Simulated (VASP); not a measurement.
# GaP (F-43m) in VASP: further runs

GaP is run at these levels: PBE, r2SCAN; tasks: G0W0 quasiparticle levels, dielectric tensor.

Everything below comes from runs of VASP 6.6.1. Logs are shortened: lines on timing, memory, paths and dates and some standing lists are left out, and cuts for length are marked.

### 1 The cell of the first run

Symmetry: F-43m, No. 216, cubic system. Conventional cell: a = 5.560 Å, b = 5.560 Å, c = 5.560 Å, α = 90.00°, β = 90.00°, γ = 90.00°. Ga (site symmetry -43m) has 4 P at 2.41 Å within 3.2 Å. Within 3.2 Å of P (site symmetry -43m) lie 4 Ga at 2.41 Å.

### 2 G0W0 quasiparticle levels, PBE

Input file POSCAR:

```
GaP
1.0
    0.0000000000      2.7799072732      2.7799072732
    2.7799072732      0.0000000000      2.7799072732
    2.7799072732      2.7799072732      0.0000000000
Ga P
1 1
Direct
    0.0000000000      0.0000000000      0.0000000000
    0.2500000000      0.2500000000      0.2500000000
```

Input file INCAR.step1:

```
SYSTEM = GaP
  ALGO = Normal
  EDIFF = 1E-8
  ENCUT = 500
  GGA = PE
  ISMEAR = 0
  LASPH = .True.
  LCHARG = .False.
  LREAL = .False.
  LWAVE = .True.
  NELM = 60
  PREC = Accurate
  SIGMA = 0.01
```

Input file INCAR.step2:

```
SYSTEM = GaP
  ALGO = Exact
  EDIFF = 1E-8
  ENCUT = 500
  GGA = PE
  ISMEAR = 0
  ISTART = 1
  LASPH = .True.
  LCHARG = .False.
  LOPTICS = .True.
  LREAL = .False.
  LWAVE = .True.
  NBANDS = 188
  NELM = 1
  PREC = Accurate
  SIGMA = 0.01
```

Input file INCAR.step3:

```
SYSTEM = GaP
  ALGO = EVGW0
  EDIFF = 1E-8
  ENCUT = 500
  ENCUTGW = 150.0
  GGA = PE
  ISMEAR = 0
  ISTART = 1
  LASPH = .True.
  LCHARG = .False.
  LREAL = .False.
  LWAVE = .False.
  NBANDS = 188
  NBANDSGW = 17
  NELMGW = 1
  NOMEGA = 48
  PREC = Accurate
  PRECFOCK = Fast
  SIGMA = 0.01
```

Input file KPOINTS:

```
k-points
0
Gamma
  4 4 4
  0 0 0
```

Potentials or basis: VASP PAW PBE potentials, release 64 (Ga_d_GW, P_GW).

Started as:

```bash
$ cat potpaw_PBE.64/Ga_d_GW/POTCAR potpaw_PBE.64/P_GW/POTCAR > POTCAR
$ cp INCAR.step1 INCAR
$ mpirun -np 1 vasp_std > vasp.out
$ cp INCAR.step2 INCAR
$ mpirun -np 1 vasp_std > vasp.out
$ cp INCAR.step3 INCAR
$ mpirun -np 1 vasp_std > vasp.out
```

OUTCAR:

```text
SYSTEM = GaP
   EDIFF = 1E-8
   ENCUT = 500
   ENCUTGW = 150.0
   GGA = PE
   ISMEAR = 0
   ISTART = 1
   LASPH = .True.
   LREAL = .False.
   NELMGW = 1
   PREC = Accurate
   PRECFOCK = Fast

 ion  position               nearest neighbor table
   1  0.000  0.000  0.000-   2 2.41   2 2.41   2 2.41   2 2.41
   2  0.250  0.250  0.250-   1 2.41   1 2.41   1 2.41   1 2.41

  LATTYP: Found a face centered cubic cell.
 ALAT       =     5.5598145464

  Lattice vectors:

 A1 = (   0.0000000000,   2.7799072732,   2.7799072732)
 A2 = (   2.7799072732,   0.0000000000,   2.7799072732)
 A3 = (   2.7799072732,   2.7799072732,   0.0000000000)

Analysis of symmetry for initial positions (statically):
=====================================================================
 Subroutine PRICEL returns:
 Original cell was already a primitive cell.

 Routine SETGRP: Setting up the symmetry group for a
 face centered cubic supercell.

 Subroutine GETGRP returns: Found 24 space group operations
 (whereof 24 operations were pure point group operations)
 out of a pool of 48 trial point group operations.

The static configuration has the point symmetry T_d .

Analysis of symmetry for dynamics (positions and initial velocities):
=====================================================================
 Subroutine PRICEL returns:
 Original cell was already a primitive cell.

 Routine SETGRP: Setting up the symmetry group for a
 face centered cubic supercell.

 Subroutine GETGRP returns: Found 24 space group operations
 (whereof 24 operations were pure point group operations)
 out of a pool of 48 trial point group operations.

The dynamic configuration has the point symmetry T_d .

 Subroutine INISYM returns: Found 24 space group operations
 (whereof 24 operations are pure point group operations),
 and found     1 'primitive' translations

----------------------------------------------------------------------------------------

                                     Primitive cell

  volume of cell :      42.9656

  direct lattice vectors                    reciprocal lattice vectors
     0.000000000  2.779907273  2.779907273    -0.179862114  0.179862114  0.179862114
[... 46 lines left out ...]
  0.250000  0.250000  0.000000      6.000000
  0.500000  0.250000  0.000000     24.000000
 -0.250000  0.250000  0.000000     12.000000
  0.500000  0.500000  0.000000      3.000000
 -0.250000  0.500000  0.250000      6.000000
   k-points           NKPTS =      8   k-points in BZ     NKDIM =     64   number of bands    NBANDS=    188
   number of dos      NEDOS =    301   number of ions     NIONS =      2
   total plane-waves  NPLWV =  27000
   dimension x,y,z NGX =    30 NGY =   30 NGZ =   30
   dimension x,y,z NGXF=    60 NGYF=   60 NGZF=   60
   ions per type =               1   1
   NGX,Y,Z   is equivalent  to a cutoff of  12.69, 12.69, 12.69 a.u.
   NGXF,Y,Z  is equivalent  to a cutoff of  25.37, 25.37, 25.37 a.u.
 SYSTEM =  GaP
   PREC   = accura    normal or accurate (medium, high low for compatibility)
   ISTART =      1    job   : 0-new  1-cont  2-samecut
   ICHARG =      0    charge: 1-file 2-atom 10-const
   ISPIN  =      1    spin polarized calculation?
   LNONCOLLINEAR =      F non collinear calculations
   LSORBIT =      F    spin-orbit coupling
   LASPH  =      T    aspherical Exc in radial PAW
   ENCUT  =  500.0 eV  36.75 Ry    6.06 a.u.   7.17  7.17  7.17*2*pi/ulx,y,z
   NELM   =     60;   NELMIN=  2; NELMDL=  0     # of ELM steps
   EDIFF  = 0.1E-07   stopping-criterion for ELM
   LREAL  =      F    real-space projection
   EDIFFG = 0.1E-06   stopping-criterion for IOM
   NSW    =      0    number of steps for IOM
   IBRION =     -1    ionic relax: 0-MD 1-quasi-New 2-CG
   NFREE  =      0    steps in history (QN), initial steepest desc. (CG)
   ISIF   =      0    stress and relaxation
   ISYM   =      3    0-nonsym 1-usesym 2-fastsym
   POTIM  = 0.5000    time-step for ionic-motion
   TEBEG  =    0.0;   TEEND  =   0.0 temperature during run
   PSTRESS=    0.0 pullay stress
   NELECT =      18.0000    total number of electrons
   NUPDOWN=      -1.0000    fix difference up-down
   EMIN   =  10.00;   EMAX   =-10.00  energy-range for DOS
   EFERMI =   0.00;   METHOD = LEGACY
   ISMEAR =     0;   SIGMA  =   0.01  broadening in eV -4-tet -1-fermi 0-gaus
   EFERMI_NEDOS =   21; number of points for ismear=-14 and -15
   IALGO  =     38    algorithm
   IMIX   =      4    mixing-type and parameters
     AMIX     =   0.40;   BMIX     =  1.00
     AMIX_MAG =   1.60;   BMIX_MAG =  1.00
  volume/ion in A,a.u.               =      21.48       144.97
  Fermi-wavevector in a.u.,A,eV,Ry     =   1.224970  2.314857 20.416234  1.500551
  Thomas-Fermi vector in A             =   2.360025
   LORBIT       =      0    0 simple, 1 ext, 2 COOP (PROOUT), +10 PAW based schemes
   GGA     = PE    functional components
   LHFCALC =     T    Hartree Fock is set to
   PRECFOCK=fast      Normal, Fast or Accurate (Low or Medium for compatibility)
   ENCUT4O =  -1.0   cutoff for four orbital integrals eV
   NKREDX  =     1    reduce k-point grid by
   NKREDY  =     1    reduce k-point grid by
   NKREDZ  =     1    reduce k-point grid by
   AEXX    =    1.0000 exact exchange contribution
   HFSCREEN=    0.0000 screening length (either q_TF or 0.3 A-1)
   HFSCREENC=   0.0000 screening length for correlation (either q_TF or 0.3 A-1)
   ENCUTFOCK=  -1.0 apply spherical cutoff to Coloumb kernel
   IVDW    =     0    specifies the selected vdW correction
   LEPSILON=     F    determine dielectric tensor
   LRPA    =     F    only Hartree local field effects (RPA)
   LRPAFORCE           =     F    calculate RPA forces
   ENCUTGW             = 150.0    cutoff for response function in eV
   ENCUTGWSOFT         = 120.0    soft cutoff for Coulomb kernel in GW response function in eV
   ENCUTLF             =  -1.0    cutoff for local field effects
   NELMGW              =     1    number of iterations in solving QP/BSE equation
   NELMHF              =     1    number of iterations in the inner HF iteration
   NKREDLFX            =     1    NKREDLFY  =   1   NKREDLFZ  =   1
 non-spin polarized calculation
 Gauss-broadening in eV      SIGMA  =   0.01
  energy-cutoff  :      500.00
  volume of cell :       42.97
 maximum number of plane-waves:      1106
 NGX is ok and might be reduce to    30
  NGX = 16; NGY = 16; NGZ = 16
   NGX = 15   NGY = 15   NGZ = 15
 maximum number of plane-waves:       190

 QP shifts <psi_nk| G(iteration)W_0 |psi_nk>: iteration 1
 for sc-GW calculations column KS-energies equals QP-energies in previous step
 and V_xc(KS)=  KS-energies - (<T + V_ion + V_H > + <T+V_H+V_ion>^1  + <V_x>^1)

 k-point   1 :       0.0000    0.0000    0.0000
  band No.  KS-energies  QP-energies   sigma(KS)   V_xc(KS)     V^pw_x(r,r')   Z            occupation Imag(sigma)

      1     -10.6766     -12.9973     -25.1388     -21.7051     -35.0449       0.6759       2.0000       0.2195
      2     -10.6766     -12.9973     -25.1388     -21.7051     -35.0449       0.6759       2.0000       0.2195
      3     -10.6766     -12.9973     -25.1388     -21.7051     -35.0449       0.6759       2.0000       0.2195
      4     -10.5952     -12.9444     -25.2758     -21.8092     -35.1542       0.6777       2.0000       0.1835
      5     -10.5952     -12.9444     -25.2758     -21.8092     -35.1542       0.6777       2.0000       0.1835
      6      -8.2341      -8.7103     -12.0316     -11.2707     -18.4591       0.6259       2.0000       0.9850
[... 143 lines left out ...]
      3     -10.6275     -12.9712     -25.2339     -21.7896     -35.1486       0.6805       2.0000       0.2113
      4     -10.6071     -12.9460     -25.2444     -21.7858     -35.1254       0.6762       2.0000       0.1869
      5     -10.5880     -12.9428     -25.2796     -21.8187     -35.1672       0.6804       2.0000       0.1830
      6      -5.4551      -5.9781     -13.4292     -12.6629     -19.0465       0.6826       2.0000       0.6909
[... 9 lines left out ...]
     16      17.0761      17.2847     -10.6810     -10.9657      -3.9731       0.7327       0.0000      -0.6439
     17      17.2599      17.2442     -10.0033      -9.9822      -3.6352       0.7442       0.0000      -0.6417
```

OUTCAR.step1:

```text
SYSTEM = GaP
   EDIFF = 1E-8
   ENCUT = 500
   GGA = PE
   ISMEAR = 0
   LASPH = .True.
   LREAL = .False.
[... 330 lines left out ...]
      0.00000      0.00000      0.00000        -0.000000     -0.000000     -0.000000
      1.38995      1.38995      1.38995         0.000000      0.000000      0.000000
 -----------------------------------------------------------------------------------
    total drift:                               -0.000003     -0.000003     -0.000003

  FREE ENERGIE OF THE ION-ELECTRON SYSTEM (eV)
  ---------------------------------------------------
  free  energy   TOTEN  =        -8.9677443798 eV

  energy  without entropy=       -8.9677443798  energy(sigma->0) =       -8.96774438
```

OUTCAR.step2:

```text
SYSTEM = GaP
   EDIFF = 1E-8
   ENCUT = 500
   GGA = PE
[... 730 lines left out ...]
  --------------------------------------------------------------------------------------------------------------
     0.00000    23.94899    23.94899    23.94899     0.00000    -0.00000     0.00000
     1.95003    26.14059    26.14059    26.14059     0.00000    -0.00000     0.00000
     3.90007    20.33784    20.33784    20.33784     0.00000     0.00000     0.00000
     5.85010   -14.42726   -14.42726   -14.42726    -0.00000     0.00000    -0.00000
     7.80013    -1.65337    -1.65337    -1.65337    -0.00000    -0.00000    -0.00000
     9.75016    -4.53881    -4.53881    -4.53881    -0.00000    -0.00000    -0.00000
[... 92 lines left out ...]
   191.10320     0.98538     0.98538     0.98538    -0.00000     0.00000    -0.00000
   193.05323     0.98572     0.98572     0.98572    -0.00000     0.00000    -0.00000
```

It took 3 min on 1 thread of Intel Xeon Platinum 8488C (Sapphire Rapids), shared host; peak memory 0.44 GiB.

What came out:

| Item | Value |
| --- | --- |
| Quasiparticle gap | 2.18 eV |
| Least direct quasiparticle gap | 2.18 eV |
| Band gap of the starting levels on the mesh | 1.33 eV |
| Least direct gap of the starting levels on the mesh | 1.33 eV |

Caveat: the k points lie up to 0.49 Å⁻¹ apart; the cutoff is under 1.25 times the usual one of these potentials, so pressure, stress and relaxed cells hold a basis-set (Pulay) error; bands, screening cutoff and mesh are small and nothing is extrapolated, so the quasiparticle values aren't converged.

### 3 Dielectric tensor, r2SCAN (strain -4.0%)

Input file INCAR:

```
SYSTEM = GaP
PREC = Accurate ; ENCUT = 520
EDIFF = 1E-8 ; ISMEAR = 0
SIGMA = 0.01 ; LREAL = .FALSE.
LASPH = .TRUE. ; NELM = 80
ALGO = Normal ; ISIF = 2
LWAVE = .FALSE. ; LCHARG = .FALSE.
METAGGA = R2SCAN ; LMIXTAU = .TRUE.
LCALCEPS = .TRUE.
```

Input file KPOINTS:

```
regular mesh
0
G
  6 6 6
  0 0 0
```

Input file POSCAR:

```
GaP
1.0
    0.0000000000      2.6163833159      2.6163833159
    2.6163833159      0.0000000000      2.6163833159
    2.6163833159      2.6163833159      0.0000000000
Ga P
1 1
Direct
    0.0000000000      0.0000000000      0.0000000000
    0.2500000000      0.2500000000      0.2500000000
```

Potentials or basis: VASP PAW PBE potentials, release 64 (Ga_d, P).

Started as:

```bash
$ cat potpaw_PBE.64/Ga_d/POTCAR potpaw_PBE.64/P/POTCAR > POTCAR
$ mpirun -np 1 vasp_std > vasp.out
```

OUTCAR:

```text
SYSTEM = GaP
   PREC = Accurate
   ENCUT = 520
   EDIFF = 1E-8
   ISMEAR = 0
   LREAL = .FALSE.
   LASPH = .TRUE.
   NELM = 80
   ISIF = 2
   METAGGA = R2SCAN

 ion  position               nearest neighbor table
   1  0.000  0.000  0.000-   2 2.27   2 2.27   2 2.27   2 2.27
   2  0.250  0.250  0.250-   1 2.27   1 2.27   1 2.27   1 2.27

  LATTYP: Found a face centered cubic cell.
 ALAT       =     5.2327666318

  Lattice vectors:

 A1 = (   0.0000000000,   2.6163833159,   2.6163833159)
 A2 = (   2.6163833159,   0.0000000000,   2.6163833159)
 A3 = (   2.6163833159,   2.6163833159,   0.0000000000)

Analysis of symmetry for initial positions (statically):
=====================================================================
 Subroutine PRICEL returns:
 Original cell was already a primitive cell.

 Routine SETGRP: Setting up the symmetry group for a
 face centered cubic supercell.

 Subroutine GETGRP returns: Found 24 space group operations
 (whereof 24 operations were pure point group operations)
 out of a pool of 48 trial point group operations.

The static configuration has the point symmetry T_d .

Analysis of symmetry for dynamics (positions and initial velocities):
=====================================================================
 Subroutine PRICEL returns:
 Original cell was already a primitive cell.

 Routine SETGRP: Setting up the symmetry group for a
 face centered cubic supercell.

 Subroutine GETGRP returns: Found 24 space group operations
 (whereof 24 operations were pure point group operations)
 out of a pool of 48 trial point group operations.

The dynamic configuration has the point symmetry T_d .

 Subroutine INISYM returns: Found 24 space group operations
[... 519 lines left out ...]
      6      -6.7079      2.00000
      7       0.9445      2.00000
      8       3.6996      2.00000
      9       3.8912      2.00000
     10   10000.0000      0.00000
     11   10000.0000      0.00000
     12   10000.0000      0.00000
     13   10000.0000      0.00000

 [... further k-points ...]

------------------------ aborting loop because EDIFF is reached ----------------------------------------

            Ionic dipole moment: p[ion]=(     6.54096     6.54096     6.54096 ) |e| Angst

 Total electronic dipole moment: p[elc]=(     0.00542     0.00542     0.02056 ) |e| Angst

 MACROSCOPIC STATIC DIELECTRIC TENSOR (including local field effects)
 ------------------------------------------------------
           8.663277    -0.000000    -0.000000
           0.000000     8.663277    -0.000000
          -0.000000     0.000000     8.663277
 ------------------------------------------------------

 PIEZOELECTRIC TENSOR (including local field effects) (e Angst)
          XX          YY          ZZ          XY          YZ          ZX
  --------------------------------------------------------------------------------
  x    -0.00000    -0.00000    -0.00000     0.00000    -1.65769     0.00000
  y     0.00000     0.00000     0.00000    -0.00000     0.00000    -1.65769
  z     0.00000     0.00000    -0.00000    -1.65769    -0.00000     0.00000

 PIEZOELECTRIC TENSOR (including local field effects) (C/m^2)
          XX          YY          ZZ          XY          YZ          ZX
  --------------------------------------------------------------------------------
  x    -0.00000    -0.00000    -0.00000     0.00000    -0.74145     0.00000
  y     0.00000     0.00000     0.00000    -0.00000     0.00000    -0.74145
  z     0.00000     0.00000    -0.00000    -0.74145    -0.00000     0.00000

 BORN EFFECTIVE CHARGES (including local field effects) (in |e|, cummulative output)
 ---------------------------------------------------------------------------------
 ion    1
    1     1.98069     0.00000     0.00000
    2    -0.00000     1.98069     0.00000
    3    -0.00000    -0.00000     1.98069
 ion    2
    1    -1.98069    -0.00000    -0.00000
    2     0.00000    -1.98069    -0.00000
    3     0.00000     0.00000    -1.98069

  FORCE on cell =-STRESS in cart. coord.  units (eV):
  Direction    XX          YY          ZZ          XY          YZ          ZX
  --------------------------------------------------------------------------------------
  -------------------------------------------------------------------------------------
  Total        3.1569831      3.1569831      3.1569831      0.0000000      0.0000000      0.0000000
  in kB      141.2045626    141.2045626    141.2045626      0.0000000      0.0000000      0.0000000
  external PRESSURE =     141.2045626 kB  Pullay stress =       0.0000000 kB

 VOLUME and BASIS-vectors are now :
 -----------------------------------------------------------------------------
  energy-cutoff  :      520.00
  volume of cell :       35.82
      direct lattice vectors                 reciprocal lattice vectors
     0.000000000  2.616383316  2.616383316    -0.191103497  0.191103497  0.191103497
     2.616383316  0.000000000  2.616383316     0.191103497 -0.191103497  0.191103497
     2.616383316  2.616383316  0.000000000     0.191103497  0.191103497 -0.191103497

 POSITION                                       TOTAL-FORCE (eV/Angst)
 -----------------------------------------------------------------------------------
      0.00000      0.00000      0.00000         0.000000     -0.000000     -0.000000
      1.30819      1.30819      1.30819        -0.000000      0.000000      0.000000
 -----------------------------------------------------------------------------------
    total drift:                                0.000013      0.000013      0.000013

  FREE ENERGIE OF THE ION-ELECTRON SYSTEM (eV)
  ---------------------------------------------------
  free  energy   TOTEN  =       -21.2662750879 eV

  energy  without entropy=      -21.2662750879  energy(sigma->0) =      -21.26627509
```

OSZICAR:

```text
N       E                     dE             d eps       ncg     rms          rms(c)
DAV:   1     0.594966144114E+02    0.59497E+02   -0.97828E+03   448   0.208E+03
DAV:   2    -0.184468254978E+02   -0.77943E+02   -0.74555E+02   466   0.318E+02
[... 13 lines left out ...]
DMP:  10    -0.212662749810E+02   -0.10486E-06   -0.77899E-07   884   0.144E-06   0.985E-07
DMP:  11    -0.212662750279E+02   -0.46941E-07   -0.40800E-07   884   0.815E-07   0.394E-07
DMP:  12    -0.212662750543E+02   -0.26372E-07   -0.25406E-07   884   0.483E-07   0.292E-07
DMP:  13    -0.212662750720E+02   -0.17680E-07   -0.15115E-07   884   0.257E-07   0.233E-07
DMP:  14    -0.212662750825E+02   -0.10562E-07   -0.81884E-08   884   0.130E-07   0.144E-07
DMP:  15    -0.212662750879E+02   -0.53615E-08   -0.42803E-08   884   0.671E-08   0.769E-08
   1 F= -.21266275E+02 E0= -.21266275E+02  d E =-.694142E-15
```

stdout:

```text
POSCAR found type information on POSCAR GaP
 POSCAR found :  2 types and       2 ions
 scaLAPACK will be used
 -----------------------------------------------------------------------------
|                                                                             |
[... 110 lines left out ...]
dp_tot=(  0.263E-04  0.267E-04  0.153E-01 )  diag[e(oo)]=(    ---      ---    8.70937 )
 p_tot=(  0.655E+01  0.655E+01  0.656E+01 )
dp_tot=(  0.261E-04  0.265E-04  0.152E-01 )  diag[e(oo)]=(    ---      ---    8.69038 )
 p_tot=(  0.655E+01  0.655E+01  0.656E+01 )
dp_tot=(  0.261E-04  0.265E-04  0.152E-01 )  diag[e(oo)]=(    ---      ---    8.67471 )
 final diagonalization full
 p_tot=(  0.655E+01  0.655E+01  0.656E+01 )
dp_tot=(  0.261E-04  0.265E-04  0.152E-01 )  diag[e(oo)]=(    ---      ---    8.66380 )
```

Wall time 21 min (1 thread of Intel Xeon Platinum 8488C (Sapphire Rapids), shared host); peak memory 0.27 GiB.

What came out:

```yaml
Band_gap_on_the_k_mesh: 1.63 eV (least direct gap 3.44 eV)
Electronic_dielectric_tensor_diagonal: 8.66
Born_charges_mean_of_the_diagonal: Ga +1.98; P -1.98 e
```

Electronic dielectric tensor:
```
8.66 0.00 0.00
0.00 8.66 0.00
0.00 0.00 8.66
```

Born effective charge tensors (e):
atom 1, Ga
```
1.98 0.00 0.00
0.00 1.98 0.00
0.00 0.00 1.98
```
atom 2, P
```
-1.98  0.00  0.00
 0.00 -1.98  0.00
 0.00  0.00 -1.98
```

Dipole moments of the cell (e·Å, modulo the quantum): ionic 6.541, 6.541, 6.541; electronic 0.005, 0.005, 0.021

Caveat: the cell differs from its parent crystal (strain -4.0%); the PAW data sets were made with another functional, which shifts forces and pressure a little. A k mesh can miss the band edges.

[end of part 1 of 2]
